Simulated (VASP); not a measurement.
# Ti4W (R-3m) in VASP: notebook

The runs below take Ti4W through single point, with PBE.

Everything below comes from runs of VASP 6.6.1. Logs are shortened: lines on timing, memory, paths and dates and some standing lists are left out, and cuts for length are marked.

## (1) The cell of the first run

The structure is trigonal, space group R-3m (No. 166). The conventional cell has a = 4.586 Å, b = 4.586 Å, c = 13.882 Å, α = 90.00°, β = 90.00°, γ = 120.00°. Within 3.7 Å of Ti (site symmetry 3m) lie 3 W at 2.79 Å and 11 Ti at 2.85 to 3.19 Å. Ti (site symmetry 3m) has 4 W at 2.55 to 3.36 Å and 10 Ti at 2.69 to 3.13 Å within 3.4 Å. W (site symmetry -3m) has 14 Ti at 2.55 to 3.36 Å within 3.4 Å.

## (2) Single point, PBE

File INCAR:

```
PREC     = Accurate       # precision mode
ENCUT    = 520            # plane-wave cutoff, eV
EDIFF    = 1E-6           # SCF threshold, eV
ISMEAR   = 0              # smearing method
SIGMA    = 0.1            # smearing width, eV
LREAL    = False          # projectors in reciprocal space
LASPH    = True           # aspherical terms in the spheres
NELM     = 80             # most SCF steps
ALGO     = Normal         # electronic algorithm
ISIF     = 2              # what is computed and relaxed
LWAVE    = False          # write WAVECAR
LCHARG   = False          # write CHGCAR
GGA      = PE             # functional
NBANDS   = 39             # bands
```

File KPOINTS:

```
Automatic mesh
0
Gamma
  6 6 6
```

File POSCAR:

```
Ti4W
1.0
    2.2930759000      1.3239080000      4.6272768000
   -2.2930759000      1.3239080000      4.6272768000
    0.0000000000     -2.6478160000      4.6272768000
Ti W
4 1
Direct
    0.8971990000      0.8971990000      0.8971990000
    0.1028010000      0.1028010000      0.1028010000
    0.3162480000      0.3162480000      0.3162480000
    0.6837520000      0.6837520000      0.6837520000
    0.5000000000      0.5000000000      0.5000000000
```

Potentials or basis: VASP PAW PBE potentials, release 64 (Ti_sv, W_sv).

Launch:

```console
$ cat potpaw_PBE.64/Ti_sv/POTCAR potpaw_PBE.64/W_sv/POTCAR > POTCAR
$ mpirun -np 1 vasp_std > vasp.out
```

OUTCAR:

```text
PREC = Accurate
   ENCUT = 520
   EDIFF = 1E-6
   ISMEAR = 0
   LREAL = False
   LASPH = True
   NELM = 80
   ISIF = 2
   GGA = PE

 ion  position               nearest neighbor table
   1  0.897  0.897  0.897-   5 2.79   5 2.79   5 2.79   2 2.85   3 2.90   3 2.90   3 2.90
   2  0.103  0.103  0.103-   5 2.79   5 2.79   5 2.79   1 2.85   4 2.90   4 2.90   4 2.90
   3  0.316  0.316  0.316-   5 2.55   4 2.69   4 2.69   4 2.69   1 2.90   1 2.90   1 2.90
   4  0.684  0.684  0.684-   5 2.55   3 2.69   3 2.69   3 2.69   2 2.90   2 2.90   2 2.90
   5  0.500  0.500  0.500-   3 2.55   4 2.55   2 2.79   2 2.79   1 2.79   1 2.79   2 2.79   1 2.79

  LATTYP: Found a trigonal (rhomboedric) cell.
 ALAT       =     5.3312869046
 COS(alpha) =     0.6299991251

  Lattice vectors:

 A1 = (   2.2930759000,   1.3239080000,   4.6272768000)
 A2 = (  -2.2930759000,   1.3239080000,   4.6272768000)
 A3 = (   0.0000000000,  -2.6478160000,   4.6272768000)

Analysis of symmetry for initial positions (statically):
=====================================================================
 Subroutine PRICEL returns:
 Original cell was already a primitive cell.

 Routine SETGRP: Setting up the symmetry group for a
 trigonal (rhombohedral) supercell.

 Subroutine GETGRP returns: Found 12 space group operations
 (whereof 12 operations were pure point group operations)
 out of a pool of 12 trial point group operations.

The static configuration has the point symmetry D_3d.

Analysis of symmetry for dynamics (positions and initial velocities):
=====================================================================
 Subroutine PRICEL returns:
 Original cell was already a primitive cell.

 Routine SETGRP: Setting up the symmetry group for a
 trigonal (rhombohedral) supercell.

 Subroutine GETGRP returns: Found 12 space group operations
 (whereof 12 operations were pure point group operations)
 out of a pool of 12 trial point group operations.

The dynamic configuration has the point symmetry D_3d.

 Subroutine INISYM returns: Found 12 space group operations
 (whereof 12 operations are pure point group operations),
 and found     1 'primitive' translations

----------------------------------------------------------------------------------------

                                     Primitive cell

[... 89 lines left out ...]
   ICHARG =      2    charge: 1-file 2-atom 10-const
   ISPIN  =      1    spin polarized calculation?
   LNONCOLLINEAR =      F non collinear calculations
   LSORBIT =      F    spin-orbit coupling
   LASPH  =      T    aspherical Exc in radial PAW
   ENCUT  =  520.0 eV  38.22 Ry    6.18 a.u.   9.91  9.91  9.91*2*pi/ulx,y,z
   NELM   =     80;   NELMIN=  2; NELMDL= -5     # of ELM steps
   EDIFF  = 0.1E-05   stopping-criterion for ELM
   LREAL  =      F    real-space projection
   EDIFFG = 0.1E-04   stopping-criterion for IOM
   NSW    =      0    number of steps for IOM
   IBRION =     -1    ionic relax: 0-MD 1-quasi-New 2-CG
   NFREE  =      0    steps in history (QN), initial steepest desc. (CG)
   ISIF   =      2    stress and relaxation
   ISYM   =      2    0-nonsym 1-usesym 2-fastsym
   POTIM  = 0.5000    time-step for ionic-motion
   TEBEG  =    0.0;   TEEND  =   0.0 temperature during run
   PSTRESS=    0.0 pullay stress
   NELECT =      62.0000    total number of electrons
   NUPDOWN=      -1.0000    fix difference up-down
   EMIN   =  10.00;   EMAX   =-10.00  energy-range for DOS
   EFERMI =   0.00;   METHOD = LEGACY
   ISMEAR =     0;   SIGMA  =   0.10  broadening in eV -4-tet -1-fermi 0-gaus
   EFERMI_NEDOS =   21; number of points for ismear=-14 and -15
   IALGO  =     38    algorithm
   IMIX   =      4    mixing-type and parameters
     AMIX     =   0.40;   BMIX     =  1.00
     AMIX_MAG =   1.60;   BMIX_MAG =  1.00
  volume/ion in A,a.u.               =      16.86       113.76
  Fermi-wavevector in a.u.,A,eV,Ry     =   1.477818  2.792672 29.714406  2.183947
  Thomas-Fermi vector in A             =   2.592176
   LORBIT       =      0    0 simple, 1 ext, 2 COOP (PROOUT), +10 PAW based schemes
   GGA     = PE    functional components
   LHFCALC =     F    Hartree Fock is set to
   AEXX    =    0.0000 exact exchange contribution
   IVDW    =     0    specifies the selected vdW correction
   LEPSILON=     F    determine dielectric tensor
   LRPA    =     F    only Hartree local field effects (RPA)
 non-spin polarized calculation
 Gauss-broadening in eV      SIGMA  =   0.10
  energy-cutoff  :      520.00
  volume of cell :       84.29
 maximum number of plane-waves:      2304
   NGX = 19   NGY = 19   NGZ = 19

 number of electron      61.9999999 magnetization

 Free energy of the ion-electron system (eV)
  ---------------------------------------------------
  ext. energy  EPLUGINS =         0.00000000
  ---------------------------------------------------
  free energy    TOTEN  =       -44.12775930 eV

  energy without entropy =      -44.09256974  energy(sigma->0) =      -44.11016452

 E-fermi :   8.5702     XC(G=0): -11.9556

 val. band max:        8.5663593697   @ k =  -0.3333   0.5000   0.3333
 cond. band min:       8.5899652402   @ k =  -0.3333  -0.3333   0.1667
 fundamental gap:      0.0236058705
 Fermi energy:         8.5702305736

 k-point     1 :       0.0000    0.0000    0.0000
  band No.  band energies     occupation
      1     -64.2389      2.00000
      2     -47.9080      2.00000
      3     -47.8419      2.00000
      4     -47.7673      2.00000
      5     -47.6439      2.00000
      6     -28.5590      2.00000
[... 997 lines left out ...]
     38      10.8722      0.00000
     39      11.2183      0.00000

 [... further k-points ...]
[... 5 lines left out ...]
  --------------------------------------------------------------------------------------
  -------------------------------------------------------------------------------------
  Total        0.0144757      0.0144757     -0.1273354      0.0000000     -0.0000000      0.0000000
  in kB        0.2751678      0.2751678     -2.4205089      0.0000000     -0.0000000      0.0000000
  external PRESSURE =      -0.6233911 kB  Pullay stress =       0.0000000 kB

 VOLUME and BASIS-vectors are now :
 -----------------------------------------------------------------------------
  energy-cutoff  :      520.00
  volume of cell :       84.29
      direct lattice vectors                 reciprocal lattice vectors
     2.293075900  1.323908000  4.627276800     0.218047732  0.125889916  0.072036610
    -2.293075900  1.323908000  4.627276800    -0.218047732  0.125889916  0.072036610
     0.000000000 -2.647816000  4.627276800     0.000000000 -0.251779832  0.072036610

 POSITION                                       TOTAL-FORCE (eV/Angst)
 -----------------------------------------------------------------------------------
      0.00000      0.00000     12.45476         0.000000     -0.000000     -0.009170
      0.00000      0.00000      1.42707         0.000000     -0.000000      0.009170
      0.00000      0.00000      4.39010         0.000000      0.000000     -0.039794
      0.00000      0.00000      9.49173         0.000000     -0.000000      0.039794
      0.00000      0.00000      6.94092        -0.000000     -0.000000      0.000000
 -----------------------------------------------------------------------------------
    total drift:                                0.000000     -0.000000      0.000000

  FREE ENERGIE OF THE ION-ELECTRON SYSTEM (eV)
  ---------------------------------------------------
  free  energy   TOTEN  =       -44.1277592982 eV

  energy  without entropy=      -44.0925697410  energy(sigma->0) =      -44.11016452
```

OSZICAR:

```text
N       E                     dE             d eps       ncg     rms          rms(c)
DAV:   1     0.855801069023E+03    0.85580E+03   -0.32508E+04  2496   0.199E+03
DAV:   2     0.549448535578E+02   -0.80086E+03   -0.78417E+03  2496   0.614E+02
DAV:   3    -0.388674743193E+02   -0.93812E+02   -0.90165E+02  4076   0.180E+02
DAV:   4    -0.489433742225E+02   -0.10076E+02   -0.99371E+01  3752   0.497E+01
DAV:   5    -0.495497798106E+02   -0.60641E+00   -0.60558E+00  3953   0.103E+01    0.245E+01
DAV:   6    -0.462820703758E+02    0.32677E+01   -0.53611E+01  3705   0.418E+01    0.127E+01
DAV:   7    -0.444336623931E+02    0.18484E+01   -0.18863E+01  3355   0.250E+01    0.631E+00
DAV:   8    -0.444721185099E+02   -0.38456E-01   -0.55604E+00  3464   0.155E+01    0.582E+00
DAV:   9    -0.441071222031E+02    0.36500E+00   -0.26687E+00  3643   0.874E+00    0.235E+00
DAV:  10    -0.441378354109E+02   -0.30713E-01   -0.44839E-01  3428   0.530E+00    0.104E+00
DAV:  11    -0.441269572026E+02    0.10878E-01   -0.67599E-02  3897   0.262E+00    0.360E-01
DAV:  12    -0.441277642404E+02   -0.80704E-03   -0.86111E-03  3596   0.686E-01    0.885E-02
DAV:  13    -0.441277513171E+02    0.12923E-04   -0.67320E-04  3662   0.198E-01    0.452E-02
DAV:  14    -0.441277623318E+02   -0.11015E-04   -0.81611E-05  3266   0.672E-02    0.152E-02
DAV:  15    -0.441277587552E+02    0.35766E-05   -0.13084E-05  3388   0.288E-02    0.983E-03
DAV:  16    -0.441277592982E+02   -0.54301E-06   -0.41398E-06  2825   0.157E-02
   1 F= -.44127759E+02 E0= -.44110165E+02  d E =-.351896E-01
```

stdout:

```text
POSCAR found type information on POSCAR TiW
 POSCAR found :  2 types and       5 ions
 scaLAPACK will be used
 LDA part: xc-table for (Slater+PW92), standard interpolation
 POSCAR, INCAR and KPOINTS ok, starting setup
 FFT: planning ... GRIDC
 FFT: planning ... GRID_SOFT
 FFT: planning ... GRID
 WAVECAR not read
 entering main loop
```

It took 2.3 min on 1 thread of Intel Xeon Platinum 8488C (Sapphire Rapids), shared host; peak memory 0.29 GiB.

Results:

```
Free energy            : -44.1278 eV
Pressure               : -0.1 GPa
Largest force          : 0.040 eV/Å
Band gap on the k mesh : zero (bands 31 and 32 overlap by 0.79 eV)
```

Forces on the atoms (eV/Å):
```
Ti   0.000  0.000 -0.009
Ti   0.000  0.000  0.009
Ti   0.000  0.000 -0.040
Ti   0.000  0.000  0.040
W    0.000  0.000  0.000
```

Stress tensor (GPa, compression positive):
```
 0.03  0.00  0.00
 0.00  0.03  0.00
 0.00  0.00 -0.24
```

Caveat: spin-orbit coupling is left out, which moves the levels of the heavy elements.

## (3) Single point, PBE, collinear spin

File INCAR:

```
SYSTEM = Ti4W
PREC = Accurate
ENCUT = 520
EDIFF = 1E-6
ISMEAR = 0
SIGMA = 0.1
LREAL = .False.
LASPH = .True.
NELM = 150
ALGO = Normal
ISIF = 2
LWAVE = .False.
LCHARG = .False.
ISPIN = 2
MAGMOM = 1 1 1 1 0
LORBIT = 11
LMAXMIX = 4
GGA = PE
NBANDS = 43
```

File KPOINTS:

```
Automatic mesh
0
Gamma
  6 6 6
  0 0 0
```

POSCAR is that of step 2.

Potentials or basis: VASP PAW PBE potentials, release 64 (Ti_sv, W_sv).

Launch:

```console
$ cat potpaw_PBE.64/Ti_sv/POTCAR potpaw_PBE.64/W_sv/POTCAR > POTCAR
$ mpirun -np 1 vasp_std > vasp.out
```

Wall time 5.6 min (1 thread of Intel Xeon Platinum 8488C (Sapphire Rapids), shared host); peak memory 0.38 GiB.

Results (log left out):

```
Free energy                                           : -44.1278 eV
Pressure                                              : 0.0 GPa
Largest force                                         : 0.040 eV/Å
Band gap on the k mesh                                : zero (filled and empty bands overlap)
Net moment                                            : 0.00 μB per cell
Valence electrons inside the program's atomic spheres : Ti 10.25, 10.34 (each value once); W 12.13
```

Forces in eV/Å, atoms in the order of the input:
```
Ti   0.000  0.000 -0.010
Ti   0.000  0.000  0.010
Ti   0.000  0.000 -0.040
Ti   0.000  0.000  0.040
W    0.000  0.000  0.000
```

Stress tensor (GPa, compression positive):
```
 0.05  0.00  0.00
 0.00  0.05  0.00
 0.00  0.00 -0.22
```

Levels at points of the mesh, in eV from the Fermi level:
Spin up:
| k point | band 28 | band 29 | band 30 | band 31 | band 32 | band 33 | band 34 | band 35 |
| --- | --- | --- | --- | --- | --- | --- | --- | --- |
| (0.00, 0.00, 0.00) | -1.11 | -0.93 | -0.93 | -0.64 | -0.64 | 1.14 | 1.15 | 1.15 |
| (0.50, 0.00, 0.00) | -0.85 | -0.68 | -0.29 | -0.28 | 0.05 | 0.32 | 0.87 | 1.21 |
| (0.50, 0.50, 0.00) | -0.84 | -0.56 | -0.28 | -0.07 | 0.03 | 0.58 | 1.29 | 1.44 |
| (0.50, 0.50, 0.50) | -1.03 | -0.43 | -0.43 | -0.34 | -0.34 | 0.63 | 0.63 | 2.37 |
Spin down:
| k point | band 27 | band 28 | band 29 | band 30 | band 31 | band 32 | band 33 | band 34 | band 35 | band 36 |
| --- | --- | --- | --- | --- | --- | --- | --- | --- | --- | --- |
| (0.00, 0.00, 0.00) | -1.11 | -1.11 | -0.93 | -0.93 | -0.64 | -0.64 | 1.14 | 1.15 | 1.15 | 1.20 |
| (0.50, 0.00, 0.00) | -0.97 | -0.85 | -0.68 | -0.29 | -0.28 | 0.05 | 0.33 | 0.88 | 1.21 | 1.33 |
| (0.50, 0.50, 0.00) | -1.09 | -0.84 | -0.56 | -0.28 | -0.07 | 0.03 | 0.58 | 1.29 | 1.44 | 1.60 |
| (0.50, 0.50, 0.50) | -1.03 | -1.03 | -0.43 | -0.43 | -0.34 | -0.34 | 0.63 | 0.63 | 2.37 | 2.37 |

Caveat: spin-orbit coupling is left out, which moves the levels of the heavy elements.

## (4) Single point, PBE

File INCAR:

```
ALGO     = Fast           # electronic algorithm
EDIFF    = 1E-6           # SCF threshold, eV
ENCUT    = 520            # plane-wave cutoff, eV
GGA      = PE             # functional
ISIF     = 2              # what is computed and relaxed
ISMEAR   = 0              # smearing method
LASPH    = T              # aspherical terms in the spheres
LCHARG   = F              # write CHGCAR
LREAL    = F              # projectors in reciprocal space
LWAVE    = F              # write WAVECAR
NBANDS   = 39             # bands
NELM     = 100            # most SCF steps
PREC     = Accurate       # precision mode
SIGMA    = 0.1            # smearing width, eV
```

File KPOINTS:

```
k-points
0
Gamma
  12 12 12
```

POSCAR: that of step 3 with these lines changed.

```diff
@@ -2,5 +2,5 @@
 1.0
-    2.2930759000      1.3239080000      4.6272768000
-   -2.2930759000      1.3239080000      4.6272768000
-    0.0000000000     -2.6478160000      4.6272768000
+    2.2930759103      1.3239079941      4.6272768000
+   -2.2930759103      1.3239079941      4.6272768000
+    0.0000000000     -2.6478159881      4.6272768000
 Ti W
```

Launch:

```console
$ cat potpaw_PBE.64/Ti_sv/POTCAR potpaw_PBE.64/W_sv/POTCAR > POTCAR
$ mpirun -np 1 vasp_std > vasp.out
```

Run time: 35 min. Hardware: 1 thread of Intel Xeon Platinum 8488C (Sapphire Rapids), shared host; peak memory 0.62 GiB.

Results (log left out):

| Property | Result |
| --- | --- |
| Free energy | -44.1245 eV |
| Pressure | -0.1 GPa |
| Largest force | 0.028 eV/Å |
| Band gap on the k mesh | zero (bands 31 and 32 overlap by 0.86 eV) |

Forces in eV/Å, atoms in the order of the input:
```
Ti   0.000  0.000  0.005
Ti   0.000  0.000 -0.005
Ti   0.000  0.000 -0.028
Ti   0.000  0.000  0.028
W    0.000  0.000  0.000
```

Stress tensor (GPa, compression positive):
```
-0.18  0.00  0.00
 0.00 -0.18  0.00
 0.00  0.00  0.03
```

Levels at points of the mesh, in eV from the Fermi level:
| k point | band 29 | band 30 | band 31 | band 32 | band 33 | band 34 |
| --- | --- | --- | --- | --- | --- | --- |
| (0.00, 0.00, 0.00) | -0.93 | -0.93 | -0.65 | -0.64 | 1.14 | 1.14 |
| (0.50, 0.00, 0.00) | -0.68 | -0.29 | -0.28 | 0.05 | 0.32 | 0.87 |
| (0.50, 0.50, 0.00) | -0.56 | -0.28 | -0.07 | 0.03 | 0.58 | 1.28 |
| (0.50, 0.50, 0.50) | -0.44 | -0.44 | -0.35 | -0.35 | 0.63 | 0.63 |

Caveat: spin-orbit coupling is left out, which moves the levels of the heavy elements.

## (5) Summary

| spin | k mesh | gap on the mesh (eV) | pressure (GPa) | largest force (eV/Å) |
| --- | --- | --- | --- | --- |
| off | 6 × 6 × 6 | none | -0.1 | 0.04 |
| collinear | 6 × 6 × 6 | none | 0.0 | 0.04 |
| off | 12 × 12 × 12 | none | -0.1 | 0.03 |

Alike in all rows: task single point; level PBE; potentials or basis VASP PAW PBE potentials, release 64 (Ti_sv, W_sv); cell as given; cutoff (eV) 520; smearing gaussian 0.1 eV.

Caveats: spin-orbit coupling is left out, which moves the levels of the heavy elements.

Total energies depend on the potentials used, so only differences within one code and one set of settings carry meaning.

The gap in the log of VASP goes by the Fermi energy; the results here count the filled bands.